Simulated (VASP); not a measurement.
# Sc12H (a cell with a defect) in VASP: notebook, part 2 of 2

VASP 6.6.1.

### Step 3. Single point, PBEsol

Contents of INCAR:

```
SYSTEM = Sc12H
ALGO = Normal ; EDIFF = 1E-7
ENCUT = 520 ; GGA = PS
ISIF = 2 ; ISMEAR = 0
LASPH = .TRUE. ; LCHARG = .FALSE.
LREAL = .FALSE. ; LWAVE = .FALSE.
NBANDS = 78 ; NELM = 100
PREC = Accurate ; SIGMA = 0.1
```

Contents of KPOINTS:

```
k-points
0
G
  3 2 3
  0 0 0
```

Contents of POSCAR:

```
Sc12H
1.0
    6.6200000000      0.0000000000      0.0000000000
   -4.9650000000      8.5996320000      0.0000000000
    0.0000000000      0.0000000000      5.2761400000
Sc H
12 1
Direct
   -0.0019044216      0.0004182737     -0.0036511541
    0.1683012402      0.2231100121      0.4953627083
    0.0027195972      0.3363072978      0.0000094766
    0.1666712495      0.5560035592      0.5072583366
    0.0005626938      0.6678062503      0.0098754013
    0.1665376383      0.8887490767      0.5054954948
    0.4963941874     -0.0006433996      0.0006004390
    0.6692694048      0.2212830735      0.4968943205
    0.5012345346      0.3332192587     -0.0024758630
    0.6681518306      0.5562507791      0.5054566407
    0.5000532884      0.6664573554      0.0034563147
    0.6656222066      0.8879941607      0.4964227636
    0.8376329313      0.1087744220      0.6692834155
```

Potentials or basis: VASP PAW PBE potentials, release 64 (Sc_sv, H).

The run is started by

```
cat potpaw_PBE.64/Sc_sv/POTCAR potpaw_PBE.64/H/POTCAR > POTCAR
mpirun -np 1 vasp_std > vasp.out
```

OUTCAR:

```text
SYSTEM = Sc12H
   EDIFF = 1E-7
   ENCUT = 520
   GGA = PS
   ISIF = 2
   ISMEAR = 0
   LASPH = .TRUE.
   LREAL = .FALSE.
   NELM = 100
   PREC = Accurate

 ion  position               nearest neighbor table
   1  0.998  0.000  0.996-   6 3.23  12 3.25  12 3.25   2 3.26   2 3.26   7 3.30   6 3.31  11 3.31
                             5 3.31   7 3.32   9 3.32   3 3.32
   2  0.168  0.223  0.495-  13 2.11   3 3.24   9 3.25   1 3.26   1 3.26   9 3.27   3 3.28   8 3.29
                            10 3.31   4 3.31   6 3.31   8 3.33  12 3.33
   3  0.003  0.336  0.000-   4 3.21   2 3.24   8 3.24   8 3.27   4 3.28   2 3.28  11 3.29   5 3.30
                             9 3.30   9 3.32   1 3.32   7 3.35
   4  0.167  0.556  0.507-   3 3.21  11 3.24   5 3.25   5 3.27  11 3.27   3 3.28  12 3.30  10 3.30
                             6 3.30   8 3.31   2 3.31  10 3.32
   5  0.001  0.668  0.010-   6 3.23  10 3.24   4 3.25   6 3.27   4 3.27  10 3.27   7 3.29   3 3.30
                            11 3.31   1 3.31  11 3.31   9 3.31
   6  0.167  0.889  0.505-   7 3.22   1 3.23   5 3.23   7 3.27   5 3.27  10 3.30   4 3.30   1 3.31
                            12 3.31  12 3.31   2 3.31   8 3.32
   7  0.496  0.999  0.001-   6 3.22   8 3.24  12 3.25   6 3.27   8 3.27  12 3.29   5 3.29   9 3.30
                             1 3.30   1 3.32  11 3.32   3 3.35
   8  0.669  0.221  0.497-  13 2.14   7 3.24   3 3.24   9 3.26   9 3.27   3 3.27   7 3.27   2 3.29
                            12 3.30   4 3.31   6 3.32   2 3.33  10 3.33
   9  0.501  0.333  0.998-  10 3.23   2 3.25   8 3.26   2 3.27   8 3.27  10 3.30   7 3.30   3 3.30
                            11 3.31   5 3.31   3 3.32   1 3.32
  10  0.668  0.556  0.505-   9 3.23   5 3.24  11 3.25  11 3.27   5 3.27   9 3.30   6 3.30   4 3.30
                            12 3.30   2 3.31   4 3.32   8 3.33
  11  0.500  0.666  0.003-  12 3.22   4 3.24  10 3.25  10 3.27   4 3.27  12 3.28   3 3.29   5 3.31
                             1 3.31   9 3.31   5 3.31   7 3.32
  12  0.666  0.888  0.496-  13 2.11  11 3.22   7 3.25   1 3.25   1 3.25  11 3.28   7 3.29   8 3.30
                             4 3.30  10 3.30   6 3.31   6 3.31   2 3.33
  13  0.838  0.109  0.669-   2 2.11  12 2.11   8 2.14

  LATTYP: Found a simple monoclinic cell.
 ALAT       =     6.6200000000
 B/A-ratio  =     0.7970000000
 C/A-ratio  =     1.3228756170
 COS(beta)  =    -0.1889822420

  Lattice vectors:

 A1 = (   6.6200000000,   0.0000000000,   0.0000000000)
 A2 = (   0.0000000000,   0.0000000000,   5.2761400000)
 A3 = (  -1.6550000000,  -8.5996320000,   0.0000000000)

Analysis of symmetry for initial positions (statically):
=====================================================================
 Subroutine PRICEL returns:
 Original cell was already a primitive cell.

 Routine SETGRP: Setting up the symmetry group for a
 simple monoclinic supercell.

 Subroutine GETGRP returns: Found  1 space group operations
 (whereof  1 operations were pure point group operations)
 out of a pool of  4 trial point group operations.

The static configuration has the point symmetry C_1 .

Analysis of symmetry for dynamics (positions and initial velocities):
=====================================================================
 Subroutine PRICEL returns:
 Original cell was already a primitive cell.

 Routine SETGRP: Setting up the symmetry group for a
 simple monoclinic supercell.

 Subroutine GETGRP returns: Found  1 space group operations
 (whereof  1 operations were pure point group operations)
 out of a pool of  4 trial point group operations.

The dynamic configuration has the point symmetry C_1 .

[... 114 lines left out ...]
 SYSTEM =  Sc12H
   PREC   = accura    normal or accurate (medium, high low for compatibility)
   ISTART =      0    job   : 0-new  1-cont  2-samecut
   ICHARG =      2    charge: 1-file 2-atom 10-const
   ISPIN  =      1    spin polarized calculation?
   LNONCOLLINEAR =      F non collinear calculations
   LSORBIT =      F    spin-orbit coupling
   LASPH  =      T    aspherical Exc in radial PAW
   ENCUT  =  520.0 eV  38.22 Ry    6.18 a.u.  12.31 18.46  9.81*2*pi/ulx,y,z
   NELM   =    100;   NELMIN=  2; NELMDL= -5     # of ELM steps
   EDIFF  = 0.1E-06   stopping-criterion for ELM
   LREAL  =      F    real-space projection
   EDIFFG = 0.1E-05   stopping-criterion for IOM
   NSW    =      0    number of steps for IOM
   IBRION =     -1    ionic relax: 0-MD 1-quasi-New 2-CG
   NFREE  =      0    steps in history (QN), initial steepest desc. (CG)
   ISIF   =      2    stress and relaxation
   ISYM   =      2    0-nonsym 1-usesym 2-fastsym
   POTIM  = 0.5000    time-step for ionic-motion
   TEBEG  =    0.0;   TEEND  =   0.0 temperature during run
   PSTRESS=    0.0 pullay stress
   NELECT =     133.0000    total number of electrons
   NUPDOWN=      -1.0000    fix difference up-down
   EMIN   =  10.00;   EMAX   =-10.00  energy-range for DOS
   EFERMI =   0.00;   METHOD = LEGACY
   ISMEAR =     0;   SIGMA  =   0.10  broadening in eV -4-tet -1-fermi 0-gaus
   EFERMI_NEDOS =   21; number of points for ismear=-14 and -15
   IALGO  =     38    algorithm
   IMIX   =      4    mixing-type and parameters
     AMIX     =   0.40;   BMIX     =  1.00
     AMIX_MAG =   1.60;   BMIX_MAG =  1.00
  volume/ion in A,a.u.               =      23.11       155.92
  Fermi-wavevector in a.u.,A,eV,Ry     =   1.247788  2.357977 21.183915  1.556974
  Thomas-Fermi vector in A             =   2.381904
   LORBIT       =      0    0 simple, 1 ext, 2 COOP (PROOUT), +10 PAW based schemes
   GGA     = PS    functional components
   LHFCALC =     F    Hartree Fock is set to
   AEXX    =    0.0000 exact exchange contribution
   IVDW    =     0    specifies the selected vdW correction
   LEPSILON=     F    determine dielectric tensor
   LRPA    =     F    only Hartree local field effects (RPA)
 non-spin polarized calculation
 Gauss-broadening in eV      SIGMA  =   0.10
  energy-cutoff  :      520.00
  volume of cell :      300.37
 maximum number of plane-waves:      8103
 NGX is ok and might be reduce to    50
   NGX = 25   NGY = 37   NGZ = 19

 number of electron     133.0000005 magnetization

 Free energy of the ion-electron system (eV)
  ---------------------------------------------------
  ext. energy  EPLUGINS =         0.00000000
  ---------------------------------------------------
  free energy    TOTEN  =       -83.08065185 eV

  energy without entropy =      -82.93334323  energy(sigma->0) =      -83.00699754

 E-fermi :   3.5374     XC(G=0):  -9.9736

 val. band max:        3.5312352525   @ k =   0.3333   0.5000   0.0000
 cond. band min:       3.5429453749   @ k =  -0.3333  -0.0000   0.3333
 fundamental gap:      0.0117101224
 Fermi energy:         3.5374385921

 k-point     1 :       0.0000    0.0000    0.0000
  band No.  band energies     occupation
      1     -45.7195      2.00000
      2     -45.6954      2.00000
      3     -45.6912      2.00000
      4     -45.6543      2.00000
      5     -45.6266      2.00000
      6     -45.6156      2.00000
[... 799 lines left out ...]
     77       4.4881      0.00000
     78       4.5453      0.00000

------------------------ aborting loop because EDIFF is reached ----------------------------------------

  FORCE on cell =-STRESS in cart. coord.  units (eV):
  Direction    XX          YY          ZZ          XY          YZ          ZX
  --------------------------------------------------------------------------------------
  -------------------------------------------------------------------------------------
  Total       -4.6870790     -4.5402840     -6.8945445      0.2053251      0.0861542     -0.0461356
  in kB      -25.0010754    -24.2180645    -36.7757887      1.0952124      0.4595499     -0.2460890
  external PRESSURE =     -28.6649762 kB  Pullay stress =       0.0000000 kB

 VOLUME and BASIS-vectors are now :
 -----------------------------------------------------------------------------
  energy-cutoff  :      520.00
  volume of cell :      300.37
      direct lattice vectors                 reciprocal lattice vectors
     6.620000000  0.000000000  0.000000000     0.151057402  0.087213034  0.000000000
    -4.965000000  8.599632000  0.000000000     0.000000000  0.116284046  0.000000000
     0.000000000  0.000000000  5.276140000     0.000000000  0.000000000  0.189532499

 POSITION                                       TOTAL-FORCE (eV/Angst)
 -----------------------------------------------------------------------------------
      6.60532      0.00360      5.25688        -0.001037      0.012268     -0.059589
      0.00641      1.91866      2.61360        -0.010868     -0.005953     -0.067468
     -1.65176      2.89212      0.00005         0.002018     -0.063517     -0.090826
     -1.65719      4.78143      2.67637         0.008267     -0.005369     -0.041253
     -3.31193      5.74289      0.05210         0.005454     -0.002976     -0.038216
     -3.31016      7.64291      2.66706        -0.006368      0.011939     -0.043724
     -1.67568      8.59410      0.00317         0.044962      0.020373     -0.079336
      3.33189      1.90295      2.62168         0.005926      0.002999     -0.059882
      1.66374      2.86556      5.26308        -0.008743      0.005837     -0.064640
      1.66138      4.78355      2.66686        -0.008234     -0.009701     -0.047024
      0.00139      5.73129      0.01824        -0.009571      0.008521     -0.051059
     -0.00247      7.63642      2.61920        -0.002641      0.013853     -0.064688
      5.00506      0.93542      3.53123        -0.019167      0.011724      0.707705
 -----------------------------------------------------------------------------------
    total drift:                               -0.000440      0.000284      0.000513

  FREE ENERGIE OF THE ION-ELECTRON SYSTEM (eV)
  ---------------------------------------------------
  free  energy   TOTEN  =       -83.0806518464 eV

  energy  without entropy=      -82.9333432274  energy(sigma->0) =      -83.00699754
```

Run time: 8.2 min. Hardware: 1 thread of Intel Xeon Platinum 8259CL at 2.50GHz (Skylake/Cascade Lake), shared host; peak memory 0.47 GiB.

Results:

```
Free energy            : -83.0807 eV
Pressure               : -2.9 GPa
Largest force          : 0.708 eV/Å
Band gap on the k mesh : zero (an odd number of electrons rules out a gap without spin polarisation)
```

Forces in eV/Å, atoms in the order of the input:
```
Sc  -0.001  0.012 -0.060
Sc  -0.011 -0.006 -0.067
Sc   0.002 -0.064 -0.091
Sc   0.008 -0.005 -0.041
Sc   0.005 -0.003 -0.038
Sc  -0.006  0.012 -0.044
Sc   0.045  0.020 -0.079
Sc   0.006  0.003 -0.060
Sc  -0.009  0.006 -0.065
Sc  -0.008 -0.010 -0.047
Sc  -0.010  0.009 -0.051
Sc  -0.003  0.014 -0.065
H   -0.019  0.012  0.708
```

Stress tensor (GPa, compression positive):
```
-2.50  0.11 -0.02
 0.11 -2.42  0.05
-0.02  0.05 -3.68
```

Levels at points of the mesh, in eV from the Fermi level:
| k point | band 62 | band 63 | band 64 | band 65 | band 66 | band 67 | band 68 | band 69 | band 70 | band 71 |
| --- | --- | --- | --- | --- | --- | --- | --- | --- | --- | --- |
| (0.00, 0.00, 0.00) | -0.55 | -0.54 | -0.50 | -0.47 | -0.31 | -0.29 | -0.29 | 0.03 | 0.08 | 0.36 |
| (0.00, 0.50, 0.00) | -0.57 | -0.55 | -0.54 | -0.33 | -0.31 | -0.29 | -0.28 | -0.04 | 0.05 | 0.83 |

Caveat: the k points lie up to 0.40 Å⁻¹ apart, too coarse for converged energies and pressures of a metal; the PAW data sets were made with another functional, which shifts forces and pressure a little.

### Step 4. Single point, PBEsol

Contents of INCAR:

```
ALGO     = Normal         # electronic algorithm
EDIFF    = 1E-6           # SCF threshold, eV
ENCUT    = 520            # plane-wave cutoff, eV
GGA      = PS             # functional
ISIF     = 2              # what is computed and relaxed
ISMEAR   = 0              # smearing method
LASPH    = T              # aspherical terms in the spheres
LCHARG   = F              # write CHGCAR
LREAL    = F              # projectors in reciprocal space
LWAVE    = F              # write WAVECAR
NBANDS   = 78             # bands
NELM     = 100            # most SCF steps
PREC     = Accurate       # precision mode
SIGMA    = 0.1            # smearing width, eV
```

Contents of KPOINTS:

```
k-points
0
Gamma
  3 2 3
```

Contents of POSCAR:

```
Sc12H
1.0
    6.6200000000      0.0000000000      0.0000000000
   -4.9650000000      8.5996320000      0.0000000000
    0.0000000000      0.0000000000      5.2761400000
Sc H
12 1
Direct
    0.0014945772     -0.0013754077      0.0006076412
    0.1670337565      0.2227195303      0.4961215965
    0.0025370253      0.3357704144     -0.0013011406
    0.1674450111      0.5563264800      0.5061048418
    0.0005627571      0.6666222462      0.0089383527
    0.1666952906      0.8880382323      0.5058188373
    0.4981974650     -0.0007363106      0.0000733491
    0.6681083514      0.2227327867      0.4954813557
    0.5003426600      0.3333610089     -0.0025594469
    0.6681008241      0.5565519548      0.5049860315
    0.5005748547      0.6667922534      0.0030795240
    0.6665429440      0.8882802194      0.4974723946
    0.8337258884      0.1109811443      0.6518106040
```

The run is started by

```
cat potpaw_PBE.64/Sc_sv/POTCAR potpaw_PBE.64/H/POTCAR > POTCAR
mpirun -np 1 vasp_std > vasp.out
```

Wall time 7.4 min (1 thread of Intel Xeon Platinum 8488C (Sapphire Rapids), shared host); peak memory 0.47 GiB.

The run converged. Its results:

```
Free energy            : -83.0116 eV
Pressure               : -2.8 GPa
Largest force          : 0.782 eV/Å
Band gap on the k mesh : zero (an odd number of electrons rules out a gap without spin polarisation)
```

Forces in eV/Å, atoms in the order of the input:
```
Sc  -0.030  0.023 -0.077
Sc  -0.001 -0.006 -0.085
Sc   0.000 -0.049 -0.091
Sc   0.008 -0.014 -0.038
Sc   0.005  0.010 -0.023
Sc   0.001  0.017 -0.045
Sc   0.032  0.016 -0.082
Sc   0.000 -0.009 -0.088
Sc   0.001  0.002 -0.075
Sc  -0.007 -0.009 -0.045
Sc  -0.005  0.000 -0.050
Sc   0.001  0.016 -0.084
H   -0.005  0.002  0.782
```

Stress tensor (GPa, compression positive):
```
-2.34  0.02  0.03
 0.02 -2.36  0.02
 0.03  0.02 -3.62
```

Levels at points of the mesh, in eV from the Fermi level:
| k point | band 64 | band 65 | band 66 | band 67 | band 68 | band 69 |
| --- | --- | --- | --- | --- | --- | --- |
| (0.00, 0.00, 0.00) | -0.50 | -0.47 | -0.31 | -0.29 | -0.28 | 0.02 |
| (0.00, 0.50, 0.00) | -0.54 | -0.33 | -0.30 | -0.29 | -0.28 | -0.04 |

Caveat: the k points lie up to 0.40 Å⁻¹ apart, too coarse for converged energies and pressures of a metal; the PAW data sets were made with another functional, which shifts forces and pressure a little.

### Step 5. Single point, PBEsol

Contents of INCAR:

```
SYSTEM = Sc12H
PREC     = Accurate       ! precision mode
ENCUT    = 520            ! plane-wave cutoff, eV
EDIFF    = 1E-7           ! SCF threshold, eV
ISMEAR   = 0              ! smearing method
SIGMA    = 0.1            ! smearing width, eV
LREAL    = .FALSE.        ! projectors in reciprocal space
LASPH    = .TRUE.         ! aspherical terms in the spheres
NELM     = 60             ! most SCF steps
ALGO     = Normal         ! electronic algorithm
ISIF     = 2              ! what is computed and relaxed
LWAVE    = .FALSE.        ! write WAVECAR
LCHARG   = .FALSE.        ! write CHGCAR
GGA      = PS             ! functional
NBANDS   = 78             ! bands
```

Contents of KPOINTS:

```
Automatic mesh
0
G
  3 2 3
  0 0 0
```

Contents of POSCAR:

```
Sc12H
1.0
    6.6200000000      0.0000000000      0.0000000000
   -4.9650000000      8.5996320000      0.0000000000
    0.0000000000      0.0000000000      5.2761400000
Sc H
12 1
Direct
    0.0028366039     -0.0027401173      0.0017780044
    0.1688158898      0.2235023545      0.4979401608
    0.0049179405      0.3391636991      0.0009522113
    0.1678081860      0.5574640868      0.5030112923
   -0.0000958171      0.6662369971      0.0045728506
    0.1657959668      0.8871106345      0.5029716801
    0.4950827662     -0.0015418102      0.0015471538
    0.6676462967      0.2235614268      0.4976571888
    0.5002513204      0.3333675208     -0.0015037508
    0.6688981468      0.5572867537      0.5025192660
    0.5010907774      0.6670499389      0.0014887778
    0.6654506387      0.8869549302      0.4985368091
    0.8335513807      0.1106538047      0.5510371218
```

The run is started by

```
cat potpaw_PBE.64/Sc_sv/POTCAR potpaw_PBE.64/H/POTCAR > POTCAR
mpirun -np 1 vasp_std > vasp.out
```

It took 7.3 min on 1 thread of Intel Xeon Platinum 8488C (Sapphire Rapids), shared host; peak memory 0.46 GiB.

It converged, with:

```yaml
Free_energy: -82.6281 eV
Pressure: -2.2 GPa
Largest_force: 0.453 eV/Å
Band_gap_on_the_k_mesh: zero (an odd number of electrons rules out a gap without spin polarisation)
```

Forces in eV/Å, atoms in the order of the input:
```
Sc  -0.009  0.003 -0.028
Sc   0.017  0.006 -0.070
Sc  -0.003 -0.005 -0.038
Sc   0.005 -0.002 -0.015
Sc   0.005  0.005  0.003
Sc  -0.001  0.002 -0.018
Sc   0.009  0.007 -0.032
Sc  -0.015  0.009 -0.073
Sc   0.002 -0.002 -0.062
Sc  -0.005 -0.001 -0.021
Sc  -0.004 -0.002 -0.031
Sc   0.002 -0.010 -0.067
H   -0.003 -0.010  0.453
```

Stress tensor (GPa, compression positive):
```
-1.70  0.01  0.02
 0.01 -1.65  0.02
 0.02  0.02 -3.20
```

Levels at points of the mesh, in eV from the Fermi level:
```csv
k point,band 63,band 64,band 65,band 66,band 67,band 68,band 69,band 70
"(0.00, 0.00, 0.00)",-0.55,-0.50,-0.48,-0.32,-0.29,-0.27,-0.03,0.12
"(0.00, 0.50, 0.00)",-0.55,-0.55,-0.33,-0.29,-0.28,-0.27,0.00,0.05
```

Caveat: the k points lie up to 0.40 Å⁻¹ apart, too coarse for converged energies and pressures of a metal; the PAW data sets were made with another functional, which shifts forces and pressure a little.

### Step 6. Summary

```tsv
cell	gap on the mesh (eV)	pressure (GPa)	largest force (eV/Å)
as given, atomic positions A	none	-2.4	0.69
as given, atomic positions B	none	-2.9	0.71
as given, atomic positions C	none	-2.8	0.78
as given, atomic positions D	none	-2.2	0.45
```

Alike in all rows: task single point; level PBEsol; potentials or basis VASP PAW PBE potentials, release 64 (Sc_sv, H); no spin polarisation; k mesh 3 × 2 × 3; cutoff (eV) 520; smearing gaussian 0.1 eV.

Caveats: all runs use coarse meshes; the PAW data sets were made with another functional, which shifts forces and pressure a little.

Absolute energies hang on the potentials; compare differences alone.
